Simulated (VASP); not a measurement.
Set up this calculation in VASP 6.6.1, as the native input.

```yaml
Task: single point
Functional: PBE
Potentials_or_basis: VASP PAW PBE potentials, release 64 (Zn, Y_sv, Cu)
Cutoff: 400 eV
k_mesh: 1 × 1 × 1, shifted
Occupations: fermi-dirac, width 0.1181 eV
Spin: no spin polarisation
Dipole_correction: no
Further_INCAR_settings: LREAL = Auto; ALGO = Normal; EDIFF = 1e-06; NBANDS = 134; ISYM = -1
```

The structure of Y4Zn15Cu lies in POSCAR:

```
Y4Zn15Cu
1.0
    7.0818900000      0.0552270000     -0.0432260000
    0.0552270000      7.5375120000      0.0381650000
   -0.0432260000      0.0381650000      7.0938070000
Zn Y Cu
15 4 1
Direct
    0.6343259645      0.5637616065      0.1036081772
    0.9910462411      0.7004677672      0.9203534312
    0.7891358869      0.4816943535      0.4794817963
    0.1940359684      0.6717551408      0.6243558450
    0.7909450383      0.2966314805      0.8094624579
    0.2047708482      0.4044580460      0.8343965777
    0.1706240596      0.5343223261      0.2852875732
    0.9386019119      0.3399451955      0.1195032509
    0.5153918197      0.9809814411      0.4016526204
    0.6434819749      0.6309936765      0.7552734770
    0.8098545110      0.8114623219      0.4412203929
    0.3844166144      0.8109802753     -0.0391388248
    0.7016294161      0.9880860758      0.7016234482
    0.4402707685      0.6566999418      0.3717142560
    0.8799502269      0.1653667438      0.4303988686
    0.1418344243     -0.0258627236      0.2299882116
    0.4967646310      0.1804180975      0.1058719939
    0.1169228768      0.0593374711      0.7635215468
    0.4039288946      0.3153117077      0.5341396177
    0.7584921558      0.8665767258      0.1183881492
```

These files were run (other wordings do the same):

INCAR

```
ALGO = Normal ; EDIFF = 1E-6
ENCUT = 400 ; GGA = PE
GGA_COMPAT = False ; ISIF = 2
ISMEAR = -1 ; ISYM = -1
LASPH = True ; LCHARG = False
LREAL = Auto ; LWAVE = False
NBANDS = 134 ; NELM = 120
PREC = Accurate ; SIGMA = 0.1181
```

KPOINTS

```
explicit points
1
Reciprocal
  0.25000000   0.25000000   0.25000000 1
```

Potentials or basis: VASP PAW PBE potentials, release 64 (Zn, Y_sv, Cu).

The run is started by

```bash
$ cat potpaw_PBE.64/Zn/POTCAR potpaw_PBE.64/Y_sv/POTCAR potpaw_PBE.64/Cu/POTCAR > POTCAR
$ mpirun -np 1 vasp_std > vasp.out
```

Results of the run:

The pressure is 3.3 GPa and the largest force is 3.227 eV/Å. The band gap on the k mesh is zero (an odd number of electrons rules out a gap without spin polarisation).

Caveat: the atoms stand as in a frame of molecular dynamics.

It took 2.3 min on 1 thread of Intel(R) Xeon(R) Platinum 8375C CPU @ 2.90GHz (Ice Lake) (shared host), peak memory 0.35 GiB.
